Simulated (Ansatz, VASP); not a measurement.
**One calculation of Ti, two programs**

The input POSCAR:

```
Ti
1.0
    1.7692989924      1.0215052496      3.2809528548
   -1.7692989924      1.0215052496      3.2809528548
    0.0000000000     -2.0430104991      3.2809528548
Ti
2
Direct
    0.2275400000      0.2275400000      0.2275400000
    0.7724600000      0.7724600000      0.7724600000
```

The input INCAR.step1:

```
SYSTEM = Ti
PREC     = Accurate       ! precision mode
ENCUT    = 600            ! plane-wave cutoff, eV
ISMEAR   = 0              ! smearing method
SIGMA    = 0.1            ! smearing width, eV
LREAL    = .FALSE.        ! projectors in reciprocal space
LASPH    = .TRUE.         ! aspherical terms in the spheres
NELM     = 60             ! most SCF steps
GGA      = PE             ! functional
ALGO     = Normal         ! electronic algorithm
EDIFF    = 1E-4           ! SCF threshold, eV
LWAVE    = .TRUE.         ! write WAVECAR
LCHARG   = .FALSE.        ! write CHGCAR
```

File INCAR.step2:

```
SYSTEM = Ti
PREC     = Accurate       ! precision mode
ENCUT    = 600            ! plane-wave cutoff, eV
EDIFF    = 1E-6           ! SCF threshold, eV
ISMEAR   = 0              ! smearing method
SIGMA    = 0.1            ! smearing width, eV
LREAL    = .FALSE.        ! projectors in reciprocal space
LASPH    = .TRUE.         ! aspherical terms in the spheres
NELM     = 60             ! most SCF steps
ALGO     = Normal         ! electronic algorithm
ISIF     = 3              ! what is computed and relaxed
LWAVE    = .FALSE.        ! write WAVECAR
LCHARG   = .FALSE.        ! write CHGCAR
METAGGA  = R2SCAN         ! meta-GGA
LMIXTAU  = .TRUE.       
IBRION   = 2              ! ionic algorithm
NSW      = 90             ! ionic steps
EDIFFG   = -0.04          ! ionic threshold
ISTART   = 1
```

KPOINTS

```
regular mesh
0
G
  6 6 6
  0 0 0
```

Input for Ansatz:

```yaml
crystal:
  lattice:
    - [1.7692989924, 1.0215052496, 3.2809528548]
    - [-1.7692989924, 1.0215052496, 3.2809528548]
    - [0.0, -2.0430104991, 3.2809528548]
  atoms:
    - { symbol: Ti, position: [0.22754, 0.22754, 0.22754] }
    - { symbol: Ti, position: [0.77246, 0.77246, 0.77246] }
basis:
  ecutwfc: 500
kpoints:
  mp_grid: { grid: [6, 6, 6] }
hamiltonian:
  xc: r2scan
scf:
  occupations: { method: gaussian, width: 0.1 }
  lower_state_search: "off"
output:
  forces: true
  stress: true
  eigenvalues: true
relax:
  adjacent_minimum: "off"
  f_tol: 0.04
  max_steps: 70
  cell: { stress_tol: 0.4 }
```

Alike in both runs: task relaxation of cell and atoms; functional r2SCAN; k mesh 6 × 6 × 6; occupations gaussian, width 0.1 eV; no spin polarisation.

```csv
,VASP,Ansatz
version,VASP 6.6.1,Ansatz 0.2.0
potentials or method,"VASP PAW PBE potentials, release 64 (Ti_sv), cutoff 600 eV","scalar-relativistic, plane waves, PAW"
valence electrons in the cell,24,24
```

|  | VASP | Ansatz | Ansatz less VASP |
| --- | --- | --- | --- |
| gap on the k mesh at the Fermi level, each at its own relaxed structure (eV) | none | none | - |
| relaxed volume (Å³/atom) | 17.42 | 17.38 | -0.045 |
| relaxed cell length with the largest relative difference (Å) | 5.031 | 5.037 | +0.0056 |

VASP's potentials were made for PBE, not for r2SCAN. A gap of «none» marks a metal or a gap that the smearing closes.
